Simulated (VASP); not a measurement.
# NaLi2 (P-6m2) in VASP: vibrations by perturbation theory with PBE

Aim: the vibrations by perturbation theory of NaLi2 with PBE.

Everything below comes from runs of VASP 6.6.1. Logs are shortened: lines on timing, memory, paths and dates and some standing lists are left out, and cuts for length are marked.

## Step 1: The cell of the first run

The structure is hexagonal, space group P-6m2 (No. 187). Conventional cell: a = 3.335 Å, b = 3.335 Å, c = 16.080 Å, α = 90.00°, β = 90.00°, γ = 120.00°. Na (site symmetry 3m) has 6 Na at 3.33 Å and 6 Li at 3.41 to 3.42 Å within 4.4 Å. Within 4.0 Å of Li (site symmetry 3m) lie 9 Li at 3.08 to 3.33 Å and 3 Na at 3.42 Å. Within 4.0 Å of Li (site symmetry -6m2) lie 12 Li at 3.08 to 3.33 Å. Li (site symmetry -6m2) has 6 Li at 3.33 Å and 6 Na at 3.41 Å within 4.4 Å.

## Step 2: Vibrations by perturbation theory, PBE

INCAR reads:

```
SYSTEM = NaLi2
PREC = Accurate
ENCUT = 520
EDIFF = 1E-8
ISMEAR = -1
SIGMA = 0.15
LREAL = .False.
LASPH = .True.
NELM = 60
ALGO = Normal
ISIF = 2
LWAVE = .False.
LCHARG = .False.
GGA = PE
IBRION = 8
NSW = 1
KPAR = 4
```

KPOINTS reads:

```
Automatic mesh
0
Gamma
  12 12 4
  0 0 0
```

POSCAR reads:

```
NaLi2
1.0
    3.3349349584      0.0000000028      0.0000000000
   -1.6674674816      2.8881383925      0.0000000000
    0.0000000000      0.0000000000     16.0801935550
Na Li
2 4
Direct
    0.6666666667      0.3333333333      0.3252388439
    0.6666666667      0.3333333333      0.6747611561
    0.0000000000      0.0000000000      0.8507826699
    0.3333333333      0.6666666667      0.0000000000
    0.0000000000      0.0000000000      0.1492173301
    0.0000000000      0.0000000000      0.5000000000
```

Potentials or basis: VASP PAW PBE potentials, release 64 (Na_pv, Li_sv).

Run with:

```console
> cat potpaw_PBE.64/Na_pv/POTCAR potpaw_PBE.64/Li_sv/POTCAR > POTCAR
> mpirun -np 4 vasp_std > vasp.out
```

OUTCAR:

```text
SYSTEM = NaLi2
   PREC = Accurate
   ENCUT = 520
   EDIFF = 1E-8
   ISMEAR = -1
   LREAL = .False.
   LASPH = .True.
   NELM = 60
   ISIF = 2
   GGA = PE
   IBRION = 8
   NSW = 1

 ion  position               nearest neighbor table
   1  0.667  0.333  0.325-
   2  0.667  0.333  0.675-
   3  0.000  0.000  0.851-
   4  0.333  0.667  0.000-
   5  0.000  0.000  0.149-
   6  0.000  0.000  0.500-

  LATTYP: Found a hexagonal cell.
 ALAT       =     3.3349349584
 C/A-ratio  =     4.8217412800

  Lattice vectors:

 A1 = (   3.3349349584,   0.0000000028,   0.0000000000)
 A2 = (  -1.6674674816,   2.8881383925,   0.0000000000)
 A3 = (   0.0000000000,   0.0000000000,  16.0801935550)

Analysis of symmetry for initial positions (statically):
=====================================================================
 Subroutine PRICEL returns:
 Original cell was already a primitive cell.

 Routine SETGRP: Setting up the symmetry group for a
 hexagonal supercell.

 Subroutine GETGRP returns: Found 12 space group operations
 (whereof 12 operations were pure point group operations)
 out of a pool of 24 trial point group operations.

The static configuration has the point symmetry D_3h.

Analysis of symmetry for dynamics (positions and initial velocities):
=====================================================================
 Subroutine PRICEL returns:
 Original cell was already a primitive cell.

 Routine SETGRP: Setting up the symmetry group for a
 hexagonal supercell.

 Subroutine GETGRP returns: Found 12 space group operations
 (whereof 12 operations were pure point group operations)
 out of a pool of 24 trial point group operations.

The dynamic configuration has the point symmetry D_3h.

 Subroutine INISYM returns: Found 12 space group operations
 (whereof 12 operations are pure point group operations),
 and found     1 'primitive' translations

----------------------------------------------------------------------------------------

                                     Primitive cell

[... 645 lines left out ...]
  external PRESSURE =      -0.3437806 kB  Pullay stress =       0.0000000 kB

 VOLUME and BASIS-vectors are now :
 -----------------------------------------------------------------------------
  energy-cutoff  :      520.00
  volume of cell :      154.88
      direct lattice vectors                 reciprocal lattice vectors
     3.334934958  0.000000003  0.000000000     0.299855923  0.173121898  0.000000000
    -1.667467482  2.888138393  0.000000000    -0.000000000  0.346243796  0.000000000
     0.000000000  0.000000000 16.080193555     0.000000000  0.000000000  0.062188306

 POSITION                                       TOTAL-FORCE (eV/Angst)
 -----------------------------------------------------------------------------------
      1.66747      0.96271      5.22990        -0.000000      0.000000      0.000480
      1.66747      0.96271     10.85029         0.000000      0.000000     -0.000480
      0.00000      0.00000     13.68075         0.000000     -0.000000     -0.000989
     -0.00000      1.92543      0.00000        -0.000000     -0.000000      0.000000
      0.00000      0.00000      2.39944         0.000000     -0.000000      0.000989
      0.00000      0.00000      8.04010        -0.000000     -0.000000      0.000000
 -----------------------------------------------------------------------------------
    total drift:                               -0.000000      0.000000      0.000000

  FREE ENERGIE OF THE ION-ELECTRON SYSTEM (eV)
  ---------------------------------------------------
  free  energy   TOTEN  =       -10.0621453247 eV

  energy  without entropy=       -9.8585945548  energy(sigma->0) =       -9.96036994

[... ionic steps 2 to 18 ...]

--------------------------------------- Ionic step       19  -------------------------------------------

------------------------ aborting loop because EDIFF is reached ----------------------------------------

[... ionic steps 20 to 20 ...]

--------------------------------------- Ionic step       21  -------------------------------------------

 Free energy of the ion-electron system (eV)
  ---------------------------------------------------
  ---------------------------------------------------
  free energy    TOTEN  =        -0.18865000 eV

  energy without entropy =       -0.18865000

------------------------ aborting loop because EDIFF is reached ----------------------------------------

 INTERNAL STRAIN TENSOR  FOR ION    6  DIRECTION 3   (eV/Angst):
 -----------------------------------------------------------------------------
    -0.00012  0.00000 -0.00000
     0.00000 -0.00012  0.00000
     0.00000 -0.00000 -0.00047

 INTERNAL STRAIN TENSOR FOR ION    6 for displacements in x,y,z  (eV/Angst):
          X           Y           Z          XY          YZ          ZX
  --------------------------------------------------------------------------------
  x    -0.00000     0.00000    -0.00000     0.40250     0.00000     0.00000
  y     0.40250    -0.40250    -0.00000     0.00000     0.00000     0.00000
  z     0.00000     0.00000     0.00000    -0.00000    -0.00000    -0.00000

 SECOND DERIVATIVES (NOT SYMMETRIZED)
 ------------------------------------
               1X          1Y          1Z          2X          2Y          2Z          3X          3Y          3Z          4X          4Y          4Z          5X          5Y          5Z          6X          6Y          6Z
  1X    -0.169581   -0.000000    0.000000    0.004122    0.000000   -0.000000    0.004642    0.000000    0.000000    0.005195    0.000000    0.000000    0.076312    0.000000   -0.000000    0.079310    0.000000    0.000000
  1Y    -0.000000   -0.169581   -0.000000    0.000000    0.004122    0.000000    0.000000    0.004642   -0.000000    0.000000    0.005195    0.000000    0.000000    0.076312    0.000000    0.000000    0.079310    0.000000
  1Z     0.000000   -0.000000   -0.871401   -0.000000    0.000000   -0.022206    0.000000    0.000000   -0.007201   -0.000000    0.000000   -0.022675   -0.000000    0.000000    0.448534   -0.000000    0.000000    0.474949
  2X     0.004122    0.000000    0.000000   -0.169581   -0.000000    0.000000    0.076312    0.000000    0.000000    0.005195    0.000000    0.000000    0.004642    0.000000   -0.000000    0.079310    0.000000   -0.000000
  2Y     0.000000    0.004122   -0.000000   -0.000000   -0.169581   -0.000000    0.000000    0.076312   -0.000000    0.000000    0.005195   -0.000000    0.000000    0.004642    0.000000    0.000000    0.079310    0.000000
  2Z     0.000000   -0.000000   -0.022206   -0.000000    0.000000   -0.871401    0.000000    0.000000    0.448534    0.000000   -0.000000   -0.022675   -0.000000    0.000000   -0.007201    0.000000    0.000000    0.474949
  3X     0.002501    0.000000    0.000000    0.077734    0.000000   -0.000000   -0.250774   -0.000000    0.000000    0.171190    0.000000    0.000000   -0.001517   -0.000000    0.000000    0.000866    0.000000    0.000000
  3Y     0.000000    0.002501    0.000000    0.000000    0.077734    0.000000   -0.000000   -0.250774    0.000000    0.000000    0.171190    0.000000   -0.000000   -0.001517    0.000000    0.000000    0.000866    0.000000
  3Z     0.000000    0.000000    0.008713   -0.000000   -0.000000    0.452302    0.000000   -0.000000   -1.129205    0.000000   -0.000000    0.651143    0.000000    0.000000   -0.016175    0.000000    0.000000    0.033222
  4X    -0.001665   -0.000000    0.000000   -0.001665   -0.000000   -0.000000    0.177492    0.000000   -0.000000   -0.348164   -0.000000    0.000000    0.177492    0.000000    0.000000   -0.003492   -0.000000    0.000000
  4Y    -0.000000   -0.001665   -0.000000   -0.000000   -0.001665    0.000000    0.000000    0.177492    0.000000   -0.000000   -0.348164    0.000000    0.000000    0.177492    0.000000   -0.000000   -0.003492    0.000000
  4Z    -0.000000    0.000000   -0.023293    0.000000   -0.000000   -0.023293   -0.000000    0.000000    0.647256   -0.000000    0.000000   -1.231272   -0.000000   -0.000000    0.647256    0.000000   -0.000000   -0.016655
  5X     0.077734    0.000000    0.000000    0.002501    0.000000   -0.000000   -0.001517   -0.000000    0.000000    0.171190    0.000000   -0.000000   -0.250774   -0.000000    0.000000    0.000866    0.000000    0.000000
  5Y     0.000000    0.077734   -0.000000    0.000000    0.002501   -0.000000   -0.000000   -0.001517    0.000000    0.000000    0.171190    0.000000   -0.000000   -0.250774    0.000000    0.000000    0.000866   -0.000000
  5Z     0.000000   -0.000000    0.452302   -0.000000   -0.000000    0.008713   -0.000000   -0.000000   -0.016175   -0.000000    0.000000    0.651143    0.000000    0.000000   -1.129205   -0.000000    0.000000    0.033222
  6X     0.073626    0.000000    0.000000    0.073626    0.000000   -0.000000   -0.002247   -0.000000    0.000000   -0.002626   -0.000000    0.000000   -0.002247   -0.000000    0.000000   -0.140132   -0.000000    0.000000
  6Y     0.000000    0.073626   -0.000000    0.000000    0.073626    0.000000   -0.000000   -0.002247    0.000000   -0.000000   -0.002626    0.000000   -0.000000   -0.002247    0.000000   -0.000000   -0.140132    0.000000
  6Z     0.000000   -0.000000    0.492012   -0.000000    0.000000    0.492012   -0.000000   -0.000000    0.038955   -0.000000   -0.000000    0.005232    0.000000    0.000000    0.038955    0.000000   -0.000000   -1.067165

 Eigenvectors and eigenvalues of the dynamical matrix
 ----------------------------------------------------

   1 f  =    8.609517 THz    54.095190 2PiTHz  287.182571 cm-1    35.606085 meV
             X         Y         Z           dx          dy          dz
      1.667467  0.962713  5.229904    -0.000000   -0.000000    0.070548
      1.667467  0.962713 10.850290    -0.000000   -0.000000    0.070548
      0.000000  0.000000 13.680750     0.000000    0.000000   -0.490351
     -0.000000  1.925426  0.000000     0.000000   -0.000000    0.713551
      0.000000  0.000000  2.399444     0.000000    0.000000   -0.490351
      0.000000  0.000000  8.040097     0.000000   -0.000000    0.001699
[... 145 lines left out ...]
  18 f/i=    0.065193 THz     0.409620 2PiTHz    2.174609 cm-1     0.269617 meV
             X         Y         Z           dx          dy          dz
      1.667467  0.962713  5.229904     0.000000   -0.000000    0.559020
      1.667467  0.962713 10.850290     0.000000   -0.000000    0.559020
      0.000000  0.000000 13.680750     0.000000   -0.000000    0.307333
     -0.000000  1.925426  0.000000     0.000000   -0.000000    0.311147
      0.000000  0.000000  2.399444     0.000000   -0.000000    0.307333
      0.000000  0.000000  8.040097     0.000000   -0.000000    0.298788

--------------------------------------------------------------------------------------------------------

 ELASTIC MODULI CONTR FROM IONIC RELAXATION (kBar)
 Direction    XX          YY          ZZ          XY          YZ          ZX
 --------------------------------------------------------------------------------
 XX         -37.2250     36.7382      0.3238     -0.0000     -0.0000      0.0000
 YY          36.7382    -37.2250      0.3238     -0.0000      0.0000     -0.0000
 ZZ           0.3238      0.3238     -0.5507      0.0000      0.0000     -0.0000
 XY          -0.0000     -0.0000      0.0000    -36.9816      0.0000      0.0000
 YZ           0.0000     -0.0000      0.0000      0.0000     -2.4452     -0.0000
 ZX           0.0000     -0.0000     -0.0000      0.0000     -0.0000     -2.4496
 --------------------------------------------------------------------------------
```

Run time: 65 min. Hardware: 4 MPI ranks of Intel Xeon Platinum 8488C (Sapphire Rapids), shared host; peak memory 1.5 GiB.

What came out:

- Highest phonon frequency at Γ: 287 cm⁻¹

Phonon frequencies in cm⁻¹ (negative: imaginary):
```csv
q point,frequencies
"(0.000, 0.000, 0.000)",-2 -2 -2 42 42 51 51 82 82 86 100 100 120 146 146 214 217 287
```

Caveat: the cutoff is under 1.25 times the usual one of these potentials, so pressure, stress and relaxed cells hold a basis-set (Pulay) error.
